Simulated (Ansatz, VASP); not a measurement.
**MoS2: VASP beside Ansatz**

```xyz
6
Lattice="3.2123 0.0000 0.0000 -1.6062 2.7819 0.0000 0.0000 0.0000 12.3355" Properties=species:S:1:pos:R:3 pbc="T T T"
Mo    1.6062    0.9273    3.0788
Mo    0.0000    1.8546    9.2567
S     0.0000    1.8546    4.6274
S     1.6062    0.9273   10.8051
S     0.0000    1.8546    1.5304
S     1.6062    0.9273    7.7082
```

Change from the starting cell: equal strain along all axes, cell held, atoms relaxed: +2.0 %.

Alike in both runs: functional PBE; dispersion D3(BJ); k mesh 12 × 12 × 4; occupations gaussian, width 0.02 eV; no spin polarisation.

Ansatz relaxed the structure, and its values are those at the end. VASP's run is a single point on that final structure, the one shown.

|  | VASP | Ansatz |
| --- | --- | --- |
| version | VASP 6.6.1 | Ansatz 0.2.0 |
| potentials or method | VASP PAW PBE potentials, release 64 (Mo_sv, S), cutoff 520 eV | scalar-relativistic, plane waves, PAW |
| valence electrons in the cell | 52 | 52 |

VASP gave:

- gap on the k mesh at the Fermi level (eV): 0.80
- least direct gap on the mesh (eV): 1.51
- pressure (GPa): -4.1
- rms of the force components (eV/Å): 0.006

Task: Which values does Ansatz return?

Result: gap on the k mesh at the Fermi level (eV): 0.78; least direct gap on the mesh (eV): 1.51; pressure (GPa): -4.0; rms of the force components (eV/Å): 0.001.

Ansatz's warnings: stress scf threshold loose.
